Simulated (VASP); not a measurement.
Set up this calculation in VASP 6.6.1, as the native input.

- Task: single point
- Functional: r2SCAN
- Potentials or basis: VASP PAW PBE potentials, release 64 (N)
- Cutoff: 660 eV
- k mesh: 6 × 6 × 4
- Occupations: fermi-dirac, width 0.05 eV
- Spin: no spin polarisation
- Dipole correction: no
- Further INCAR settings: ALGO = Normal; EDIFF = 1e-06; NBANDS = 12

The system is N.

```
N
1.0
     2.51947    0.00000    0.00000
    -1.25974    2.18193    0.00000
     0.00000    0.00000    2.44600
N
2
Direct
  0.66667 0.33333 0.25000
  0.33333 0.66667 0.75000
```

These files were run (other wordings do the same):

POSCAR

```
N
1.0
    2.5194740000      0.0000000000      0.0000000000
   -1.2597370000      2.1819280000      0.0000000000
    0.0000000000      0.0000000000      2.4460020000
N
2
Direct
    0.6666666667      0.3333333333      0.2500000000
    0.3333333333      0.6666666667      0.7500000000
```

INCAR.step1

```
SYSTEM = N
ALGO = Normal ; EDIFF = 1E-5
ENCUT = 660 ; GGA = PE
GGA_COMPAT = .False. ; ISMEAR = -1
LASPH = .True. ; LCHARG = .False.
LREAL = .False. ; LWAVE = .True.
NBANDS = 12 ; NELM = 120
PREC = Accurate ; SIGMA = 0.05
```

INCAR.step2

```
SYSTEM = N
ALGO = Normal ; EDIFF = 1E-6
ENCUT = 660 ; GGA_COMPAT = .False.
ISIF = 2 ; ISMEAR = -1
ISTART = 1 ; LASPH = .True.
LCHARG = .False. ; LMIXTAU = .True.
LREAL = .False. ; LWAVE = .False.
METAGGA = R2SCAN ; NBANDS = 12
NELM = 120 ; PREC = Accurate
SIGMA = 0.05
```

KPOINTS

```
k-points
0
Gamma
  6 6 4
  0 0 0
```

Potentials or basis: VASP PAW PBE potentials, release 64 (N).

The run is started by

```bash
$ cat potpaw_PBE.64/N/POTCAR > POTCAR
$ cp INCAR.step1 INCAR
$ mpirun -np 1 vasp_std > vasp.out
$ cp INCAR.step2 INCAR
$ mpirun -np 1 vasp_std > vasp.out
```

Results of the run:

```yaml
Pressure: 5.2 GPa
Band_gap_on_the_k_mesh: zero (band 5 reaches 7.49 eV, above the bottom of band 6 at 2.93 eV)
```

Caveat: the k points lie up to 0.64 Å⁻¹ apart; the PAW data sets were made with another functional, which shifts forces and pressure a little.

It took 21 s on 1 thread of Intel(R) Xeon(R) Platinum 8175M CPU @ 2.50GHz (Skylake/Cascade Lake), with other jobs on the host, peak memory 0.13 GiB.
